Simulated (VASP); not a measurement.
# Ti6O in VASP: further runs

Runs on Ti6O. Level: PBEsol. Tasks: single point.

Program: VASP 6.6.1. These are calculated values, not measurements. Logs are shortened: lines on timing, memory, paths and dates and some standing lists are left out, and cuts for length are marked.

## 1. The cell of the first run

The cell holds a slab with vacuum, 7 atoms: a = 2.900 Å, b = 4.591 Å, c = 21.206 Å, α = 90.00°, β = 90.00°, γ = 90.00°.

## 2. Single point, PBEsol

INCAR

```
PREC = Accurate ; ENCUT = 1000
EDIFF = 1E-6 ; ISMEAR = 0
SIGMA = 0.1 ; LREAL = F
LASPH = T ; NELM = 120
ALGO = Normal ; ISIF = 2
LWAVE = F ; LCHARG = T
LDIPOL = T ; IDIPOL = 3
DIPOL = 0.5 0.5 0.354 ; GGA = PS
LELF = T ; LVHAR = T
LVACPOTAV = T ; NBANDS = 48
GGA_COMPAT = F ; NELMDL = -8
```

KPOINTS

```
regular mesh
0
Gamma
  9 6 1
```

POSCAR

```
Ti6O
1.0
    2.8999670177      0.0000000000      0.0000000000
    0.0000000000      4.5905806278      0.0000000000
    0.0000000000      0.0000000000     21.2062529549
Ti O
6 1
Direct
    0.0000000000      0.7500000000      0.1886236106
    0.5000000000      0.2500000000      0.2281000977
    0.5000000000      0.7500000000      0.3070530716
    0.0000000000      0.2500000000      0.3454090437
    0.0000000000      0.7500000000      0.4205530428
    0.5000000000      0.2500000000      0.4577071195
    0.5000000000      0.2500000000      0.5338085747
```

Potentials or basis: VASP PAW PBE potentials, release 64 (Ti_sv, O_h).

Launch:

```sh
cat potpaw_PBE.64/Ti_sv/POTCAR potpaw_PBE.64/O_h/POTCAR > POTCAR
mpirun -np 1 vasp_std > vasp.out
```

OUTCAR:

```text
PREC = Accurate
   ENCUT = 1000
   EDIFF = 1E-6
   ISMEAR = 0
   LREAL = F
   LASPH = T
   NELM = 120
   ISIF = 2
   GGA = PS
   NELMDL = -8

 ion  position               nearest neighbor table
   1  0.000  0.750  0.189-   2 2.84   2 2.84   2 2.84   2 2.84   3 2.90   3 2.90
   2  0.500  0.250  0.228-   3 2.84   3 2.84   1 2.84   1 2.84   1 2.84   1 2.84   4 2.88   4 2.88

   3  0.500  0.750  0.307-   5 2.81   5 2.81   4 2.83   4 2.83   4 2.83   4 2.83   2 2.84   2 2.84
                             1 2.90   1 2.90
   4  0.000  0.250  0.345-   6 2.79   6 2.79   5 2.79   5 2.79   3 2.83   3 2.83   3 2.83   3 2.83
                             2 2.88   2 2.88
   5  0.000  0.750  0.421-   4 2.79   4 2.79   3 2.81   3 2.81   6 2.83   6 2.83   6 2.83   6 2.83

   6  0.500  0.250  0.458-   7 1.61   4 2.79   4 2.79   5 2.83   5 2.83   5 2.83   5 2.83
   7  0.500  0.250  0.534-   6 1.61

  LATTYP: Found a simple orthorhombic cell.
 ALAT       =     2.8999670177
 B/A-ratio  =     1.5829768407
 C/A-ratio  =     7.3125841865

  Lattice vectors:

 A1 = (   2.8999670177,   0.0000000000,   0.0000000000)
 A2 = (   0.0000000000,   4.5905806278,   0.0000000000)
 A3 = (   0.0000000000,   0.0000000000,  21.2062529549)

Analysis of symmetry for initial positions (statically):
=====================================================================
 Subroutine PRICEL returns:
 Original cell was already a primitive cell.

 Routine SETGRP: Setting up the symmetry group for a
 simple orthorhombic supercell.

 Subroutine GETGRP returns: Found  4 space group operations
 (whereof  2 operations were pure point group operations)
 out of a pool of  8 trial point group operations.

The static configuration has the point symmetry C_1h.
 The point group associated with its full space group is C_2v.

Analysis of symmetry for dynamics (positions and initial velocities):
=====================================================================
 Subroutine PRICEL returns:
 Original cell was already a primitive cell.

 Routine SETGRP: Setting up the symmetry group for a
 simple orthorhombic supercell.

 Subroutine GETGRP returns: Found  4 space group operations
 (whereof  2 operations were pure point group operations)
 out of a pool of  8 trial point group operations.

The dynamic configuration has the point symmetry C_1h.
 The point group associated with its full space group is C_2v.

[... 110 lines left out ...]
   ISYM   =      2    0-nonsym 1-usesym 2-fastsym
   POTIM  = 0.5000    time-step for ionic-motion
   TEBEG  =    0.0;   TEEND  =   0.0 temperature during run
   PSTRESS=    0.0 pullay stress
   NELECT =      78.0000    total number of electrons
   NUPDOWN=      -1.0000    fix difference up-down
   EMIN   =  10.00;   EMAX   =-10.00  energy-range for DOS
   EFERMI =   0.00;   METHOD = LEGACY
   ISMEAR =     0;   SIGMA  =   0.10  broadening in eV -4-tet -1-fermi 0-gaus
   EFERMI_NEDOS =   21; number of points for ismear=-14 and -15
   IALGO  =     38    algorithm
   IMIX   =      4    mixing-type and parameters
     AMIX     =   0.40;   BMIX     =  1.00
     AMIX_MAG =   1.60;   BMIX_MAG =  1.00
  volume/ion in A,a.u.               =      40.33       272.16
  Fermi-wavevector in a.u.,A,eV,Ry     =   1.066264  2.014947 15.468727  1.136919
  Thomas-Fermi vector in A             =   2.201843
   LORBIT       =      0    0 simple, 1 ext, 2 COOP (PROOUT), +10 PAW based schemes
   GGA     = PS    functional components
   LHFCALC =     F    Hartree Fock is set to
   AEXX    =    0.0000 exact exchange contribution
   IVDW    =     0    specifies the selected vdW correction
   LEPSILON=     F    determine dielectric tensor
   LRPA    =     F    only Hartree local field effects (RPA)
 non-spin polarized calculation
 Gauss-broadening in eV      SIGMA  =   0.10
  energy-cutoff  :     1000.00
  volume of cell :      282.31
 maximum number of plane-waves:     20396
 NGX is ok and might be reduce to    30
   NGX = 15   NGY = 23   NGZ =109

 dipolmoment           0.000000      0.000000     -0.044227 electrons x Angstroem

 number of electron      77.9999996 magnetization

 dipolmoment           0.000000      0.000000      0.296210 electrons x Angstroem

 Free energy of the ion-electron system (eV)
  ---------------------------------------------------
  ext. energy  EPLUGINS =         0.00000000
  ---------------------------------------------------
  free energy    TOTEN  =       -54.34461709 eV

  energy without entropy =      -54.29103969  energy(sigma->0) =      -54.31782839

 E-fermi :  -0.4221     XC(G=0):  -5.3950

 val. band max:       -0.4502599591   @ k =   0.1111   0.0000   0.0000
 cond. band min:      -0.4209832579   @ k =   0.3333   0.3333   0.0000
 fundamental gap:      0.0292767012
 Fermi energy:        -0.4221463130

 k-point     1 :       0.0000    0.0000    0.0000
  band No.  band energies     occupation
      1     -57.1900      2.00000
      2     -56.9248      2.00000
      3     -56.8653      2.00000
      4     -56.7677      2.00000
      5     -56.7525      2.00000
      6     -56.1007      2.00000
[... 1009 lines left out ...]
     47       1.2988      0.00000
     48       1.4494      0.00000

------------------------ aborting loop because EDIFF is reached ----------------------------------------

  FORCE on cell =-STRESS in cart. coord.  units (eV):
  Direction    XX          YY          ZZ          XY          YZ          ZX
  --------------------------------------------------------------------------------------
  -------------------------------------------------------------------------------------
  Total        1.3074514      1.0312086     -0.3530198      0.0000000      0.0000000      0.0000000
  in kB        7.4201299      5.8523795     -2.0034801      0.0000000      0.0000000      0.0000000
  external PRESSURE =       3.7563431 kB  Pullay stress =       0.0000000 kB

 VOLUME and BASIS-vectors are now :
 -----------------------------------------------------------------------------
  energy-cutoff  :     1000.00
  volume of cell :      282.31
      direct lattice vectors                 reciprocal lattice vectors
     2.899967018  0.000000000  0.000000000     0.344831508  0.000000000  0.000000000
     0.000000000  4.590580628  0.000000000     0.000000000  0.217837368  0.000000000
     0.000000000  0.000000000 21.206252955     0.000000000  0.000000000  0.047155903

 POSITION                                       TOTAL-FORCE (eV/Angst)
 -----------------------------------------------------------------------------------
      0.00000      3.44294      4.00000         0.000000      0.000000      0.241430
      1.44998      1.14765      4.83715         0.000000      0.000000      0.153074
      1.44998      3.44294      6.51145         0.000000      0.000000     -0.082823
      0.00000      1.14765      7.32483         0.000000      0.000000     -0.262587
      0.00000      3.44294      8.91835         0.000000      0.000000     -0.656212
      1.44998      1.14765      9.70625         0.000000      0.000000      0.413616
      1.44998      1.14765     11.32008         0.000000      0.000000      0.193502
 -----------------------------------------------------------------------------------
    total drift:                                0.000000      0.000000      0.001639

  FREE ENERGIE OF THE ION-ELECTRON SYSTEM (eV)
  ---------------------------------------------------
  free  energy   TOTEN  =       -54.3446170925 eV

  energy  without entropy=      -54.2910396948  energy(sigma->0) =      -54.31782839

 vacuum level on the upper side and lower side of the slab         7.425         3.399
```

Run time: 24 min. Hardware: 1 thread of Intel Xeon 6975P-C (Granite Rapids), shared host; peak memory 0.99 GiB.

Results:

```yaml
Free_energy: -54.3446 eV
Largest_force: 0.656 eV/Å
Band_gap_on_the_k_mesh: zero (bands 39 and 40 overlap by 0.68 eV)
```

Forces on the atoms (eV/Å):
```
Ti   0.000  0.000  0.241
Ti   0.000  0.000  0.153
Ti   0.000  0.000 -0.083
Ti   0.000  0.000 -0.263
Ti   0.000  0.000 -0.656
Ti   0.000  0.000  0.414
O    0.000  0.000  0.194
```

Caveat: the PAW data sets were made with another functional, which shifts forces and pressure a little.

## 3. Single point, PBEsol

INCAR

```
SYSTEM = Ti6O
  ALGO = Normal
  DIPOL = 0.5 0.5 0.350
  EDIFF = 1E-6
  ENCUT = 1000
  GGA = PS
  GGA_COMPAT = .False.
  IDIPOL = 3
  ISIF = 2
  ISMEAR = 0
  LASPH = .True.
  LCHARG = .False.
  LDIPOL = .True.
  LREAL = .False.
  LWAVE = .False.
  NBANDS = 48
  NELM = 120
  NELMDL = -8
  PREC = Accurate
  SIGMA = 0.1
```

KPOINTS

```
k-points
0
Gamma
  9 6 1
  0 0 0
```

POSCAR, as its differences from that of step 2:

```diff
@@ -14,2 +14,2 @@
     0.5000000000      0.2500000000      0.4577071195
-    0.5000000000      0.2500000000      0.5338085747
+    1.0000000000      0.7500000000      0.5014956110
```

Potentials or basis: VASP PAW PBE potentials, release 64 (Ti_sv, O_h).

Launch:

```sh
cat potpaw_PBE.64/Ti_sv/POTCAR potpaw_PBE.64/O_h/POTCAR > POTCAR
mpirun -np 1 vasp_std > vasp.out
```

OUTCAR:

```text
SYSTEM = Ti6O
   EDIFF = 1E-6
   ENCUT = 1000
   GGA = PS
   ISIF = 2
   ISMEAR = 0
   LASPH = .True.
   LREAL = .False.
   NELM = 120
   NELMDL = -8
   PREC = Accurate

 ion  position               nearest neighbor table
   1  0.000  0.750  0.189-   2 2.84   2 2.84   2 2.84   2 2.84   3 2.90   3 2.90
   2  0.500  0.250  0.228-   3 2.84   3 2.84   1 2.84   1 2.84   1 2.84   1 2.84   4 2.88   4 2.88

   3  0.500  0.750  0.307-   5 2.81   5 2.81   4 2.83   4 2.83   4 2.83   4 2.83   2 2.84   2 2.84
                             1 2.90   1 2.90
   4  0.000  0.250  0.345-   6 2.79   6 2.79   5 2.79   5 2.79   3 2.83   3 2.83   3 2.83   3 2.83
[... 1238 lines left out ...]
  Total       -0.6892152     -2.6283585      0.3873195      0.0000000      0.0000000      0.0000000
  in kB       -3.9114772    -14.9166247      2.1981397      0.0000000      0.0000000      0.0000000
  external PRESSURE =      -5.5433207 kB  Pullay stress =       0.0000000 kB

 VOLUME and BASIS-vectors are now :
 -----------------------------------------------------------------------------
  energy-cutoff  :     1000.00
  volume of cell :      282.31
      direct lattice vectors                 reciprocal lattice vectors
     2.899967018  0.000000000  0.000000000     0.344831508  0.000000000  0.000000000
     0.000000000  4.590580628  0.000000000     0.000000000  0.217837368  0.000000000
     0.000000000  0.000000000 21.206252955     0.000000000  0.000000000  0.047155903

 POSITION                                       TOTAL-FORCE (eV/Angst)
 -----------------------------------------------------------------------------------
      0.00000      3.44294      4.00000         0.000000      0.000000      0.420090
      1.44998      1.14765      4.83715         0.000000      0.000000     -0.016508
      1.44998      3.44294      6.51145         0.000000      0.000000     -0.998494
      0.00000      1.14765      7.32483         0.000000      0.000000      0.092404
      0.00000      3.44294      8.91835         0.000000      0.000000      0.447439
      1.44998      1.14765      9.70625         0.000000      0.000000     -0.014243
      0.00000      3.44294     10.63484         0.000000      0.000000      0.069312
 -----------------------------------------------------------------------------------
    total drift:                                0.000000      0.000000     -0.001428

  FREE ENERGIE OF THE ION-ELECTRON SYSTEM (eV)
  ---------------------------------------------------
  free  energy   TOTEN  =       -54.9712025615 eV

  energy  without entropy=      -54.9117327342  energy(sigma->0) =      -54.94146765

 vacuum level on the upper side and lower side of the slab         5.253         4.399
```

OSZICAR:

```text
N       E                     dE             d eps       ncg     rms          rms(c)
DAV:   1     0.128895623013E+04    0.12890E+04   -0.54811E+04  2016   0.257E+03
DAV:   2     0.123057290744E+03   -0.11659E+04   -0.11449E+04  1992   0.676E+02
DAV:   3    -0.308160232219E+02   -0.15387E+03   -0.14627E+03  3160   0.199E+02
[... 28 lines left out ...]
DAV:  32    -0.549711954817E+02   -0.20675E-04   -0.12979E-06  1640   0.694E-03    0.134E-03
DAV:  33    -0.549711994945E+02   -0.40129E-05   -0.31305E-07  1344   0.346E-03    0.116E-03
DAV:  34    -0.549712014750E+02   -0.19805E-05   -0.21367E-07  1312   0.269E-03    0.574E-04
DAV:  35    -0.549712024805E+02   -0.10055E-05   -0.16196E-07  1264   0.199E-03    0.647E-04
DAV:  36    -0.549712025615E+02   -0.81058E-07   -0.74065E-08  1248   0.150E-03
   1 F= -.54971203E+02 E0= -.54941468E+02  d E =-.594698E-01
```

stdout:

```text
POSCAR found type information on POSCAR TiO
 POSCAR found :  2 types and       7 ions
 scaLAPACK will be used
 -----------------------------------------------------------------------------
|                                                                             |
|                                                                             |
|     You enforced a specific xc type in the INCAR file but a different       |
|     I HOPE YOU KNOW WHAT YOU ARE DOING!                                     |
|                                                                             |
 -----------------------------------------------------------------------------

 LDA part: xc-table for (Slater+PW92), standard interpolation
 POSCAR, INCAR and KPOINTS ok, starting setup
 FFT: planning ... GRIDC
 FFT: planning ... GRID_SOFT
 FFT: planning ... GRID
 WAVECAR not read
 entering main loop
```

Run time: 23 min. Hardware: 1 thread of Intel Xeon 6975P-C (Granite Rapids), shared host; peak memory 0.99 GiB.

Results:

```
Free energy            : -54.9712 eV
Largest force          : 0.998 eV/Å
Band gap on the k mesh : zero (bands 39 and 40 overlap by 0.44 eV)
```

Forces in eV/Å, atoms in the order of the input:
```
Ti   0.000  0.000  0.420
Ti   0.000  0.000 -0.017
Ti   0.000  0.000 -0.998
Ti   0.000  0.000  0.092
Ti   0.000  0.000  0.447
Ti   0.000  0.000 -0.014
O    0.000  0.000  0.069
```

Caveat: the PAW data sets were made with another functional, which shifts forces and pressure a little.

The gap in the log of VASP goes by the Fermi energy; the results here count the filled bands.